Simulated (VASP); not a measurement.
# FeO (R-3m) in VASP: phonons with PBE+U

Aim: the phonons of FeO with PBE+U.

Everything below comes from runs of VASP 6.6.1. Logs are shortened: lines on timing, memory, paths and dates and some standing lists are left out, and cuts for length are marked.

## (1) The cell of the first run

The structure is trigonal, space group R-3m (No. 166). Conventional cell: a = 3.169 Å, b = 3.169 Å, c = 7.448 Å, α = 90.00°, β = 90.00°, γ = 120.00°. Within 2.9 Å of Fe (site symmetry -3m) lie 6 O at 2.21 Å. Within 2.9 Å of O (site symmetry -3m) lie 6 Fe at 2.21 Å.

## (2) Phonons, PBE+U, collinear spin, ferromagnetic start

INCAR

```
PREC     = Accurate       # precision mode
ENCUT    = 600            # plane-wave cutoff, eV
EDIFF    = 1E-8           # SCF threshold, eV
ISMEAR   = 0              # smearing method
SIGMA    = 0.02           # smearing width, eV
LREAL    = False          # projectors in reciprocal space
LASPH    = True           # aspherical terms in the spheres
NELM     = 200            # most SCF steps
ALGO     = Normal         # electronic algorithm
ISIF     = 2              # what is computed and relaxed
LWAVE    = False          # write WAVECAR
LCHARG   = True           # write CHGCAR
ISPIN    = 2              # spin polarisation
MAGMOM   = 3.9 0.17       # initial moments
LORBIT   = 11             # projections on sites
LMAXMIX  = 4              # l up to which the mixer works
LDAU     = True           # DFT+U
LDAUTYPE = 2            
LDAUL    = 2 -1           # shell
LDAUU    = 5.3 0          # U, eV
LDAUJ    = 0 0          
LDAUPRINT= 1            
GGA      = PE             # functional
NBANDS   = 22             # bands
IBRION   = 6              # ionic algorithm
NFREE    = 2            
POTIM    = 0.015          # step
NSW      = 1              # ionic steps
GGA_COMPAT= False
```

KPOINTS

```
Automatic mesh
0
Gamma
  12 12 12
```

POSCAR

```
FeO
1.0
    1.5845275919      0.9148274318      2.4827944736
   -1.5845275919      0.9148274318      2.4827944736
    0.0000000000     -1.8296548634      2.4827944737
Fe O
1 1
Direct
    0.0000000000      0.0000000000      0.0000000000
    0.5000000000      0.5000000000      0.5000000000
```

Potentials or basis: VASP PAW PBE potentials, release 64 (Fe_sv, O).

Launch:

```bash
cat potpaw_PBE.64/Fe_sv/POTCAR potpaw_PBE.64/O/POTCAR > POTCAR
mpirun -np 1 vasp_std > vasp.out
```

OUTCAR:

```text
PREC = Accurate
   ENCUT = 600
   EDIFF = 1E-8
   ISMEAR = 0
   LREAL = False
   LASPH = True
   NELM = 200
   ISIF = 2
   ISPIN = 2
   LORBIT = 11
   GGA = PE
   IBRION = 6
   NFREE = 2
   POTIM = 0.015
   NSW = 1

 ion  position               nearest neighbor table
   1  0.000  0.000  0.000-   2 2.21   2 2.21   2 2.21   2 2.21   2 2.21   2 2.21
   2  0.500  0.500  0.500-   1 2.21   1 2.21   1 2.21   1 2.21   1 2.21   1 2.21

  LATTYP: Found a trigonal (rhomboedric) cell.
 ALAT       =     3.0841376943
 COS(alpha) =     0.4720873252

  Lattice vectors:

 A1 = (   1.5845275919,   0.9148274318,   2.4827944736)
 A2 = (  -1.5845275919,   0.9148274318,   2.4827944736)
 A3 = (   0.0000000000,  -1.8296548634,   2.4827944737)

Analysis of symmetry for initial positions (statically):
=====================================================================
 Subroutine PRICEL returns:
 Original cell was already a primitive cell.

 Routine SETGRP: Setting up the symmetry group for a
 trigonal (rhombohedral) supercell.

 Subroutine GETGRP returns: Found 12 space group operations
 (whereof 12 operations were pure point group operations)
 out of a pool of 12 trial point group operations.

The static configuration has the point symmetry D_3d.

Analysis of symmetry for dynamics (positions and initial velocities):
=====================================================================
 Subroutine PRICEL returns:
 Original cell was already a primitive cell.

 Routine SETGRP: Setting up the symmetry group for a
 trigonal (rhombohedral) supercell.

 Subroutine GETGRP returns: Found 12 space group operations
 (whereof 12 operations were pure point group operations)
 out of a pool of 12 trial point group operations.

The dynamic configuration has the point symmetry D_3d.

Analysis of structural, dynamic, and magnetic symmetry:
=====================================================================
 Subroutine PRICEL returns:
 Original cell was already a primitive cell.

 Routine SETGRP: Setting up the symmetry group for a
 trigonal (rhombohedral) supercell.

 Subroutine GETGRP returns: Found 12 space group operations
 (whereof 12 operations were pure point group operations)
 out of a pool of 12 trial point group operations.

The overall configuration has the point symmetry D_3d.

 Subroutine INISYM returns: Found 12 space group operations
 (whereof 12 operations are pure point group operations),
 and found     1 'primitive' translations

----------------------------------------------------------------------------------------

                                     Primitive cell

  volume of cell :      21.5939

  direct lattice vectors                    reciprocal lattice vectors
     1.584527592  0.914827432  2.482794474     0.315551463  0.182183722  0.134257320
    -1.584527592  0.914827432  2.482794474    -0.315551463  0.182183722  0.134257320
     0.000000000 -1.829654863  2.482794474     0.000000000 -0.364367444  0.134257320

  length of vectors
[... 127 lines left out ...]

 number of electron      22.0000012 magnetization       4.0173516

 Free energy of the ion-electron system (eV)
  ---------------------------------------------------
  ext. energy  EPLUGINS =         0.00000000
  ---------------------------------------------------
  free energy    TOTEN  =       -12.05604477 eV

  energy without entropy =      -12.05579815  energy(sigma->0) =      -12.05592146

------------------------ aborting loop because EDIFF is reached ----------------------------------------

  FORCE on cell =-STRESS in cart. coord.  units (eV):
  Direction    XX          YY          ZZ          XY          YZ          ZX
  --------------------------------------------------------------------------------------
  -------------------------------------------------------------------------------------
  Total       -1.5504499     -1.5504499     -1.1541227     -0.0000000      0.0000000      0.0000000
  in kB     -115.0369380   -115.0369380    -85.6311057     -0.0000000      0.0000000      0.0000000
  external PRESSURE =    -105.2349939 kB  Pullay stress =       0.0000000 kB
[... 269 lines left out ...]
  FREE ENERGIE OF THE ION-ELECTRON SYSTEM (eV)
  ---------------------------------------------------
  free  energy   TOTEN  =       -12.0556207370 eV

  energy  without entropy=      -12.0553744035  energy(sigma->0) =      -12.05549757

atom =   1  type =  1  l = 2

 onsite density matrix

spin component  1

  0.9174 -0.0000 -0.0000 -0.0132  0.0000
 -0.0000  0.9247 -0.0000 -0.0000 -0.0132
 -0.0000 -0.0000  0.9102 -0.0000  0.0000
 -0.0132 -0.0000 -0.0000  0.9247 -0.0000
  0.0000 -0.0132  0.0000 -0.0000  0.9174

spin component  2

  0.2159  0.0000  0.0000  0.1661  0.0000
  0.0000  0.2281 -0.0000  0.0000  0.1661
  0.0000 -0.0000  0.0399  0.0000 -0.0000
  0.1661  0.0000  0.0000  0.2281  0.0000
  0.0000  0.1661 -0.0000  0.0000  0.2159

 occupancies and eigenvectors

  o =  0.0399  v =  0.0000  0.0000  0.0000  0.0000  0.0000  0.0000 -0.0000 -1.0000  0.0000  0.0000      0.0000  0.0000  0.0000  0.0000  0.0000  0.0000  0.0000  0.0000  0.0000  0.0000
  o =  0.0559  v =  0.0000  0.0000  0.0000  0.0000  0.0000  0.0000  0.6940 -0.0000  0.0000 -0.7200      0.0000  0.0000  0.0000  0.0000  0.0000  0.0000  0.0000  0.0000  0.0000  0.0000
  o =  0.0559  v =  0.0000  0.0000  0.0000  0.0000  0.0000 -0.7200  0.0000  0.0000  0.6940  0.0000      0.0000  0.0000  0.0000  0.0000  0.0000  0.0000  0.0000  0.0000  0.0000  0.0000
  o =  0.3882  v =  0.0000  0.0000  0.0000  0.0000  0.0000 -0.6940  0.0000 -0.0000 -0.7200 -0.0000      0.0000  0.0000  0.0000  0.0000  0.0000  0.0000  0.0000  0.0000  0.0000  0.0000
  o =  0.3882  v =  0.0000  0.0000  0.0000  0.0000  0.0000  0.0000 -0.7200  0.0000  0.0000 -0.6940      0.0000  0.0000  0.0000  0.0000  0.0000  0.0000  0.0000  0.0000  0.0000  0.0000
  o =  0.9074  v = -0.7959  0.0000 -0.0000 -0.6055  0.0000  0.0000  0.0000  0.0000  0.0000  0.0000      0.0000  0.0000  0.0000  0.0000  0.0000  0.0000  0.0000  0.0000  0.0000  0.0000
  o =  0.9074  v =  0.0000 -0.6055  0.0000 -0.0000 -0.7959  0.0000  0.0000  0.0000  0.0000  0.0000      0.0000  0.0000  0.0000  0.0000  0.0000  0.0000  0.0000  0.0000  0.0000  0.0000
  o =  0.9102  v =  0.0000  0.0000  1.0000 -0.0000  0.0000  0.0000  0.0000  0.0000  0.0000  0.0000      0.0000  0.0000  0.0000  0.0000  0.0000  0.0000  0.0000  0.0000  0.0000  0.0000
  o =  0.9348  v =  0.0000 -0.7959  0.0000  0.0000  0.6055  0.0000  0.0000  0.0000  0.0000  0.0000      0.0000  0.0000  0.0000  0.0000  0.0000  0.0000  0.0000  0.0000  0.0000  0.0000
  o =  0.9348  v =  0.6055  0.0000 -0.0000 -0.7959  0.0000  0.0000  0.0000  0.0000  0.0000  0.0000      0.0000  0.0000  0.0000  0.0000  0.0000  0.0000  0.0000  0.0000  0.0000  0.0000

--------------------------------------- Ionic step        9  -------------------------------------------

 number of electron      22.0000011 magnetization       4.0173609

 Free energy of the ion-electron system (eV)
  ---------------------------------------------------
  ext. energy  EPLUGINS =         0.00000000
  ---------------------------------------------------
  free energy    TOTEN  =       -12.05562074 eV

  energy without entropy =      -12.05537441  energy(sigma->0) =      -12.05549757

 E-fermi :   9.2872     XC(G=0): -12.0671

 val. band max:        9.2796538461   @ k =  -0.3333   0.0833   0.0000
 cond. band min:       9.2886697090   @ k =   0.4167   0.0833  -0.0000
 fundamental gap:      0.0090158629
 Fermi energy:         9.2871780398

 spin component 1

 k-point     1 :       0.0000    0.0000    0.0000
  band No.  band energies     occupation
      1     -81.3593      1.00000
      2     -47.6150      1.00000
      3     -47.2640      1.00000
      4     -47.2640      1.00000
      5     -11.1331      1.00000
      6       2.6343      1.00000
[... 1224 lines left out ...]
  FREE ENERGIE OF THE ION-ELECTRON SYSTEM (eV)
  ---------------------------------------------------
  free  energy   TOTEN  =       -12.0556207376 eV

  energy  without entropy=      -12.0553744051  energy(sigma->0) =      -12.05549757

 INTERNAL STRAIN TENSORS FROM DISPLACED ATOMS
 ============================================

 INTERNAL STRAIN TENSOR FOR ION    1 for displacements in x,y,z  (eV/Angst):
          X           Y           Z          XY          YZ          ZX
  --------------------------------------------------------------------------------
  x     0.00000     0.00000     0.00000     0.00000     0.00000     0.00000
  y     0.00000     0.00000     0.00000     0.00000     0.00000     0.00000
  z     0.00000     0.00000     0.00000     0.00000     0.00000     0.00000

 INTERNAL STRAIN TENSOR FOR ION    2 for displacements in x,y,z  (eV/Angst):
          X           Y           Z          XY          YZ          ZX
  --------------------------------------------------------------------------------
  x     0.00000     0.00000     0.00000     0.00000     0.00000     0.00000
  y     0.00000     0.00000     0.00000     0.00000     0.00000     0.00000
  z     0.00000     0.00000     0.00000     0.00000     0.00000     0.00000

 Eigenvectors and eigenvalues of the dynamical matrix
 ----------------------------------------------------

   1 f  =    8.604145 THz    54.061437 2PiTHz  287.003381 cm-1    35.583868 meV
             X         Y         Z           dx          dy          dz
      0.000000  0.000000  0.000000     0.000000    0.000000   -0.473502
      0.000000  0.000000  3.724192    -0.000000   -0.000000    0.880793
[... 21 lines left out ...]
   6 f/i=    0.034586 THz     0.217308 2PiTHz    1.153655 cm-1     0.143035 meV
             X         Y         Z           dx          dy          dz
      0.000000  0.000000  0.000000     0.083868    0.875648   -0.000000
      0.000000  0.000000  3.724192     0.045346    0.473445   -0.000000

 ELASTIC MODULI CONTR FROM IONIC RELAXATION (kBar)
 Direction    XX          YY          ZZ          XY          YZ          ZX
 --------------------------------------------------------------------------------
 XX           0.0000      0.0000      0.0000      0.0000      0.0000      0.0000
 YY           0.0000      0.0000      0.0000      0.0000      0.0000      0.0000
 ZZ           0.0000      0.0000      0.0000      0.0000      0.0000      0.0000
 XY           0.0000      0.0000      0.0000      0.0000      0.0000      0.0000
 YZ           0.0000      0.0000      0.0000      0.0000      0.0000      0.0000
 ZX           0.0000      0.0000      0.0000      0.0000      0.0000      0.0000
 --------------------------------------------------------------------------------

 total charge

# of ion       s       p       d       tot
------------------------------------------
    1        2.102   5.991   5.499  13.592
    2        1.551   3.432   0.000   4.982
--------------------------------------------------
tot          3.652   9.423   5.499  18.574

 magnetization (x)

# of ion       s       p       d       tot
------------------------------------------
    1        0.016   0.010   3.656   3.682
    2        0.022   0.162   0.000   0.185
--------------------------------------------------
tot          0.038   0.173   3.656   3.866
```

Run time: 33 min. Hardware: 1 thread of AMD EPYC 9R45 (Zen 5), shared host; peak memory 0.75 GiB.

What came out:

```yaml
Net_moment: 4.02 μB per cell
Site_moments: Fe +3.68; O +0.18 μB
Valence_electrons_inside_the_program's_atomic_spheres: Fe 13.59; O 4.98
Highest_phonon_frequency_at_Γ_LO-TO_splitting_left_out: 287 cm⁻¹
```

Phonon frequencies in cm⁻¹ (negative: imaginary):
| q point | frequencies |
| --- | --- |
| (0.000, 0.000, 0.000) | -1 -1 -1 274 274 287 |

Eigenvalues of the final occupation matrices:
| site | spin | trace | eigenvalues |
| --- | --- | --- | --- |
| site 1 d | 1 | 4.59 | 0.91 0.91 0.91 0.93 0.93 |
| site 1 d | 2 | 0.93 | 0.04 0.06 0.06 0.39 0.39 |

Caveat: the cell stands under pressure or tension, which shifts response properties; a cell with one magnetic atom can't hold antiferromagnetic order, which such compounds often take. The state reached can hang on the start; a lower one may exist.
